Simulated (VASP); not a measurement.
# MgO (Fm-3m) in VASP: further runs

The runs below take MgO through single point, relaxation of the atoms, with PBE.

Everything below comes from runs of VASP 6.6.1. Logs are shortened: lines on timing, memory, paths and dates and some standing lists are left out, and cuts for length are marked.

## (1) The cell of the first run

Symmetry: Fm-3m, No. 225, cubic system. Conventional cell: a = 4.284 Å, b = 4.284 Å, c = 4.284 Å, α = 90.00°, β = 90.00°, γ = 90.00°. Within 2.8 Å of Mg (site symmetry m-3m) lie 6 O at 2.14 Å. O (site symmetry m-3m) has 6 Mg at 2.14 Å within 2.8 Å.

## (2) Single point, PBE

INCAR

```
PREC     = Accurate       # precision mode
ENCUT    = 520            # plane-wave cutoff, eV
EDIFF    = 1E-7           # SCF threshold, eV
ISMEAR   = 1              # smearing method
SIGMA    = 0.0138         # smearing width, eV
LREAL    = F              # projectors in reciprocal space
LASPH    = T              # aspherical terms in the spheres
NELM     = 80             # most SCF steps
ALGO     = Normal         # electronic algorithm
ISIF     = 2              # what is computed and relaxed
LWAVE    = F              # write WAVECAR
LCHARG   = F              # write CHGCAR
GGA      = PE             # functional
NBANDS   = 11             # bands
```

KPOINTS

```
Automatic mesh
0
Gamma
  10 10 10
```

POSCAR

```
MgO
1.0
    0.0000000000      2.1417602800      2.1417602800
    2.1417602800      0.0000000000      2.1417602800
    2.1417602800      2.1417602800      0.0000000000
Mg O
1 1
Direct
    0.0000000000      0.0000000000      0.0000000000
    0.5000000000      0.5000000000      0.5000000000
```

Potentials or basis: VASP PAW PBE potentials, release 64 (Mg, O).

Command:

```
$ cat potpaw_PBE.64/Mg/POTCAR potpaw_PBE.64/O/POTCAR > POTCAR
$ mpirun -np 1 vasp_std > vasp.out
```

OUTCAR:

```text
PREC = Accurate
   ENCUT = 520
   EDIFF = 1E-7
   ISMEAR = 1
   LREAL = F
   LASPH = T
   NELM = 80
   ISIF = 2
   GGA = PE

 ion  position               nearest neighbor table
   1  0.000  0.000  0.000-   2 2.14   2 2.14   2 2.14   2 2.14   2 2.14   2 2.14
   2  0.500  0.500  0.500-   1 2.14   1 2.14   1 2.14   1 2.14   1 2.14   1 2.14

  LATTYP: Found a face centered cubic cell.
 ALAT       =     4.2835205600

  Lattice vectors:

 A1 = (   0.0000000000,   2.1417602800,   2.1417602800)
 A2 = (   2.1417602800,   0.0000000000,   2.1417602800)
 A3 = (   2.1417602800,   2.1417602800,   0.0000000000)

Analysis of symmetry for initial positions (statically):
=====================================================================
 Subroutine PRICEL returns:
 Original cell was already a primitive cell.

 Routine SETGRP: Setting up the symmetry group for a
 face centered cubic supercell.

 Subroutine GETGRP returns: Found 48 space group operations
 (whereof 48 operations were pure point group operations)
 out of a pool of 48 trial point group operations.

The static configuration has the point symmetry O_h .

Analysis of symmetry for dynamics (positions and initial velocities):
=====================================================================
 Subroutine PRICEL returns:
 Original cell was already a primitive cell.

 Routine SETGRP: Setting up the symmetry group for a
 face centered cubic supercell.

 Subroutine GETGRP returns: Found 48 space group operations
 (whereof 48 operations were pure point group operations)
 out of a pool of 48 trial point group operations.

The dynamic configuration has the point symmetry O_h .

 Subroutine INISYM returns: Found 48 space group operations
 (whereof 48 operations are pure point group operations),
 and found     1 'primitive' translations

----------------------------------------------------------------------------------------

                                     Primitive cell

  volume of cell :      19.6491

  direct lattice vectors                    reciprocal lattice vectors
     0.000000000  2.141760280  2.141760280    -0.233452831  0.233452831  0.233452831
     2.141760280  0.000000000  2.141760280     0.233452831 -0.233452831  0.233452831
     2.141760280  2.141760280  0.000000000     0.233452831  0.233452831 -0.233452831

  length of vectors
     3.028906435  3.028906435  3.028906435     0.404352164  0.404352164  0.404352164

  position of ions in fractional coordinates (direct lattice)
     0.000000000  0.000000000  0.000000000
     0.500000000  0.500000000  0.500000000

  ion indices of the primitive-cell ions
   primitive index   ion index
                 1           1
                 2           2

----------------------------------------------------------------------------------------

 KPOINTS: Automatic mesh

Automatic generation of k-mesh.
 Grid dimensions read from file:
 generate k-points for:   10   10   10

 Generating k-lattice:

  Cartesian coordinates                     Fractional coordinates (reciprocal lattice)
    -0.023345283  0.023345283  0.023345283     0.100000000  0.000000000  0.000000000
     0.023345283 -0.023345283  0.023345283     0.000000000  0.100000000  0.000000000
     0.023345283  0.023345283 -0.023345283     0.000000000  0.000000000  0.100000000

  Length of vectors
     0.040435216  0.040435216  0.040435216

  Shift w.r.t. Gamma in fractional coordinates (k-lattice)
     0.000000000  0.000000000  0.000000000

 Subroutine IBZKPT returns following result:
 ===========================================

 Found     47 irreducible k-points:

 Following reciprocal coordinates:
            Coordinates               Weight
  0.000000  0.000000  0.000000      1.000000
  0.100000  0.000000  0.000000      8.000000
  0.200000  0.000000  0.000000      8.000000
  0.300000  0.000000  0.000000      8.000000
  0.400000  0.000000  0.000000      8.000000
  0.500000  0.000000  0.000000      4.000000
[... 16 lines left out ...]
  0.300000  0.300000  0.000000      6.000000
  0.400000  0.300000  0.000000     24.000000
 [... further k-points ...]
   k-points           NKPTS =     47   k-points in BZ     NKDIM =     47   number of bands    NBANDS=     11
   number of dos      NEDOS =    301   number of ions     NIONS =      2
   total plane-waves  NPLWV =  13824
   dimension x,y,z NGX =    24 NGY =   24 NGZ =   24
   dimension x,y,z NGXF=    48 NGYF=   48 NGZF=   48
   ions per type =               1   1
   NGX,Y,Z   is equivalent  to a cutoff of  13.17, 13.17, 13.17 a.u.
   NGXF,Y,Z  is equivalent  to a cutoff of  26.35, 26.35, 26.35 a.u.
 SYSTEM =  unknown system
   PREC   = accura    normal or accurate (medium, high low for compatibility)
   ISTART =      0    job   : 0-new  1-cont  2-samecut
   ICHARG =      2    charge: 1-file 2-atom 10-const
   ISPIN  =      1    spin polarized calculation?
   LNONCOLLINEAR =      F non collinear calculations
   LSORBIT =      F    spin-orbit coupling
   LASPH  =      T    aspherical Exc in radial PAW
   ENCUT  =  520.0 eV  38.22 Ry    6.18 a.u.   5.63  5.63  5.63*2*pi/ulx,y,z
   NELM   =     80;   NELMIN=  2; NELMDL= -5     # of ELM steps
   EDIFF  = 0.1E-06   stopping-criterion for ELM
   LREAL  =      F    real-space projection
   EDIFFG = 0.1E-05   stopping-criterion for IOM
   NSW    =      0    number of steps for IOM
   IBRION =     -1    ionic relax: 0-MD 1-quasi-New 2-CG
   NFREE  =      0    steps in history (QN), initial steepest desc. (CG)
   ISIF   =      2    stress and relaxation
   ISYM   =      2    0-nonsym 1-usesym 2-fastsym
   POTIM  = 0.5000    time-step for ionic-motion
   TEBEG  =    0.0;   TEEND  =   0.0 temperature during run
   PSTRESS=    0.0 pullay stress
   NELECT =       8.0000    total number of electrons
   NUPDOWN=      -1.0000    fix difference up-down
   EMIN   =  10.00;   EMAX   =-10.00  energy-range for DOS
   EFERMI =   0.00;   METHOD = LEGACY
   ISMEAR =     1;   SIGMA  =   0.01  broadening in eV -4-tet -1-fermi 0-gaus
   EFERMI_NEDOS =   21; number of points for ismear=-14 and -15
   IALGO  =     38    algorithm
   IMIX   =      4    mixing-type and parameters
     AMIX     =   0.40;   BMIX     =  1.00
     AMIX_MAG =   1.60;   BMIX_MAG =  1.00
  volume/ion in A,a.u.               =       9.82        66.30
  Fermi-wavevector in a.u.,A,eV,Ry     =   1.213363  2.292923 20.031164  1.472249
  Thomas-Fermi vector in A             =   2.348817
   LORBIT       =      0    0 simple, 1 ext, 2 COOP (PROOUT), +10 PAW based schemes
   GGA     = PE    functional components
   LHFCALC =     F    Hartree Fock is set to
   AEXX    =    0.0000 exact exchange contribution
   IVDW    =     0    specifies the selected vdW correction
   LEPSILON=     F    determine dielectric tensor
   LRPA    =     F    only Hartree local field effects (RPA)
 non-spin polarized calculation
 Methfessel and Paxton  Order N= 1 SIGMA  =   0.01
  energy-cutoff  :      520.00
  volume of cell :       19.65
 maximum number of plane-waves:       544
   NGX = 11   NGY = 11   NGZ = 11

 number of electron       8.0000001 magnetization

 Free energy of the ion-electron system (eV)
  ---------------------------------------------------
  ext. energy  EPLUGINS =         0.00000000
  ---------------------------------------------------
  free energy    TOTEN  =       -11.90645742 eV

  energy without entropy =      -11.90645742  energy(sigma->0) =      -11.90645742

 E-fermi :   2.9404     XC(G=0): -10.8421

 val. band max:        2.8183203213   @ k =   0.0000   0.0000   0.0000
 cond. band min:       7.0691419907   @ k =   0.0000   0.0000   0.0000
 fundamental gap:      4.2508216694
 Fermi energy:         2.9403745469

 k-point     1 :       0.0000    0.0000    0.0000
  band No.  band energies     occupation
      1     -14.1942      2.00000
      2       2.8183      2.00000
      3       2.8183      2.00000
      4       2.8183      2.00000
      5       7.0691      0.00000
      6      18.3312      0.00000
      7      18.3312      0.00000
      8      18.3312      0.00000
      9      22.1174      0.00000
     10      23.8338      0.00000
     11      23.8338      0.00000

 k-point     2 :       0.1000    0.0000    0.0000
  band No.  band energies     occupation
      1     -14.0977      2.00000
      2       2.1754      2.00000
      3       2.7566      2.00000
      4       2.7566      2.00000
      5       7.7037      0.00000
      6      17.0953      0.00000
      7      18.5520      0.00000
      8      18.5520      0.00000
      9      23.0294      0.00000
     10      23.0294      0.00000
     11      23.6747      0.00000

 k-point     3 :       0.2000    0.0000    0.0000
  band No.  band energies     occupation
      1     -13.8327      2.00000
      2       0.9041      2.00000
      3       2.5999      2.00000
      4       2.5999      2.00000
      5       8.9037      0.00000
      6      15.5692      0.00000
      7      18.9706      0.00000
      8      18.9706      0.00000
      9      22.3284      0.00000
     10      22.3284      0.00000
     11      24.2780      0.00000

 k-point     4 :       0.3000    0.0000    0.0000
  band No.  band energies     occupation
      1     -13.4773      2.00000
      2      -0.3461      2.00000
      3       2.4153      2.00000
      4       2.4153      2.00000
      5       9.8843      0.00000
      6      14.7901      0.00000
      7      18.9954      0.00000
      8      18.9954      0.00000
      9      22.7871      0.00000
     10      22.7871      0.00000
     11      23.6575      0.00000

 k-point     5 :       0.4000    0.0000    0.0000
  band No.  band energies     occupation
      1     -13.1617      2.00000
      2      -1.2496      2.00000
      3       2.2725      2.00000
      4       2.2725      2.00000
      5      10.3178      0.00000
      6      14.7462      0.00000
      7      18.7365      0.00000
      8      18.7365      0.00000
      9      23.1417      0.00000
     10      23.9969      0.00000
     11      23.9969      0.00000
[... 211 lines left out ...]
 k-point    21 :      -0.3000    0.2000    0.0000
  band No.  band energies     occupation
      1     -13.0892      2.00000
      2      -0.6889      2.00000
      3       1.1150      2.00000
      4       2.2182      2.00000
      5      11.6580      0.00000
      6      14.3814      0.00000
      7      16.4340      0.00000
      8      19.5563      0.00000
      9      22.6326      0.00000
     10      23.2727      0.00000
     11      27.0249      0.00000

 k-point    22 :      -0.2000    0.2000    0.0000
  band No.  band energies     occupation
      1     -13.3712      2.00000
      2      -0.1593      2.00000
      3       1.5611      2.00000
      4       2.4153      2.00000
      5      10.7833      0.00000
      6      14.4475      0.00000
      7      17.3617      0.00000
      8      20.0072      0.00000
      9      20.9185      0.00000
     10      23.5905      0.00000
     11      26.7715      0.00000

 k-point    23 :       0.3000    0.3000    0.0000
  band No.  band energies     occupation
      1     -13.2916      2.00000
      2      -0.2017      2.00000
      3       1.9321      2.00000
      4       1.9321      2.00000
      5      11.1498      0.00000
      6      13.1435      0.00000
      7      16.6984      0.00000
      8      20.1461      0.00000
      9      20.1461      0.00000
     10      26.3977      0.00000
     11      29.1784      0.00000

 k-point    24 :       0.4000    0.3000    0.0000
  band No.  band energies     occupation
      1     -13.0683      2.00000
      2      -0.5952      2.00000
      3       1.5869      2.00000
      4       1.7932      2.00000
      5      11.8942      0.00000
      6      12.8405      0.00000
      7      15.8901      0.00000
      8      20.3401      0.00000
      9      20.5385      0.00000
     10      27.0881      0.00000
     11      28.7982      0.00000

 [... further k-points ...]
[... 5 lines left out ...]
  --------------------------------------------------------------------------------------
  -------------------------------------------------------------------------------------
  Total       -0.4559343     -0.4559343     -0.4559343     -0.0000000     -0.0000000      0.0000000
  in kB      -37.1766476    -37.1766476    -37.1766476     -0.0000000     -0.0000000      0.0000000
  external PRESSURE =     -37.1766476 kB  Pullay stress =       0.0000000 kB

 VOLUME and BASIS-vectors are now :
 -----------------------------------------------------------------------------
  energy-cutoff  :      520.00
  volume of cell :       19.65
      direct lattice vectors                 reciprocal lattice vectors
     0.000000000  2.141760280  2.141760280    -0.233452831  0.233452831  0.233452831
     2.141760280  0.000000000  2.141760280     0.233452831 -0.233452831  0.233452831
     2.141760280  2.141760280  0.000000000     0.233452831  0.233452831 -0.233452831

 POSITION                                       TOTAL-FORCE (eV/Angst)
 -----------------------------------------------------------------------------------
      0.00000      0.00000      0.00000        -0.000000     -0.000000      0.000000
      2.14176      2.14176      2.14176         0.000000      0.000000     -0.000000
 -----------------------------------------------------------------------------------
    total drift:                               -0.000000     -0.000000      0.000000

  FREE ENERGIE OF THE ION-ELECTRON SYSTEM (eV)
  ---------------------------------------------------
  free  energy   TOTEN  =       -11.9064574220 eV

  energy  without entropy=      -11.9064574220  energy(sigma->0) =      -11.90645742
```

Wall time 4 s (1 thread of Intel Xeon 6975P-C (Granite Rapids), shared host); peak memory 0.14 GiB.

What came out:

- Free energy: -11.9065 eV
- Pressure: -3.7 GPa
- Band gap on the k mesh: 4.25 eV, direct

## (3) Single point, PBE

INCAR

```
SYSTEM = MgO
PREC     = Accurate       ! precision mode
ENCUT    = 520            ! plane-wave cutoff, eV
EDIFF    = 1E-7           ! SCF threshold, eV
ISMEAR   = 1              ! smearing method
SIGMA    = 0.0138         ! smearing width, eV
LREAL    = .FALSE.        ! projectors in reciprocal space
LASPH    = .TRUE.         ! aspherical terms in the spheres
NELM     = 80             ! most SCF steps
ALGO     = Normal         ! electronic algorithm
ISIF     = 2              ! what is computed and relaxed
LWAVE    = .FALSE.        ! write WAVECAR
LCHARG   = .FALSE.        ! write CHGCAR
GGA      = PE             ! functional
NBANDS   = 11             ! bands
```

KPOINTS

```
Automatic mesh
0
G
  10 10 10
  0 0 0
```

POSCAR is that of step 2.

Potentials or basis: VASP PAW PBE potentials, release 64 (Mg, O).

Command:

```
$ cat potpaw_PBE.64/Mg/POTCAR potpaw_PBE.64/O/POTCAR > POTCAR
$ mpirun -np 1 vasp_std > vasp.out
```

It took 14 s on 1 thread of AMD EPYC 7R43 (Zen 3), shared host; peak memory 0.11 GiB.

It converged, with:

| Item | Value |
| --- | --- |
| Free energy | -11.9065 eV |
| Pressure | -3.7 GPa |
| Band gap on the k mesh | 4.25 eV, direct |

Levels at points of the mesh, in eV from the valence-band top:
```
           k point  band 2  band 3  band 4  band 5  band 6  band 7
(0.00, 0.00, 0.00)    0.00    0.00    0.00    4.25   15.51   15.51
(0.50, 0.00, 0.00)   -4.40   -0.60   -0.60    7.58   12.04   15.79
(0.50, 0.50, 0.00)   -3.88   -1.28   -1.28    9.06    9.43   12.57
```

## (4) Relaxation of the atoms, PBE

INCAR

```
  PREC = Accurate
  ENCUT = 520
  EDIFF = 1E-7
  ISMEAR = 1
  SIGMA = 0.0138
  LREAL = False
  LASPH = True
  NELM = 60
  ALGO = Normal
  ISIF = 2
  LWAVE = False
  LCHARG = False
  GGA = PE
  IBRION = 2
  NSW = 100
  EDIFFG = -0.01
```

KPOINTS

```
Automatic mesh
0
Gamma
  10 10 10
```

POSCAR is that of step 3.

Command:

```
$ cat potpaw_PBE.64/Mg/POTCAR potpaw_PBE.64/O/POTCAR > POTCAR
$ mpirun -np 1 vasp_std > vasp.out
```

Wall time 9.5 s (1 thread of AMD EPYC 7R43 (Zen 3), shared host); peak memory 0.11 GiB.

Results (log left out):

```
Free energy             : -11.9065 eV
Pressure after relaxing : -3.7 GPa
Band gap on the k mesh  : 4.25 eV, direct
```

Final structure:
```
CELL_PARAMETERS angstrom
0.00000 2.14176 2.14176
2.14176 0.00000 2.14176
2.14176 2.14176 0.00000
ATOMIC_POSITIONS crystal
Mg 0.00000 0.00000 0.00000
O 0.50000 0.50000 0.50000
```

Levels at points of the mesh, in eV from the valence-band top:
```tsv
k point	band 2	band 3	band 4	band 5	band 6	band 7
(0.00, 0.00, 0.00)	0.00	0.00	0.00	4.25	15.51	15.51
(0.50, 0.00, 0.00)	-4.40	-0.60	-0.60	7.58	12.04	15.79
(0.50, 0.50, 0.00)	-3.88	-1.28	-1.28	9.06	9.43	12.57
```

Caveat: the relaxation stopped at its first step, so nothing moved.
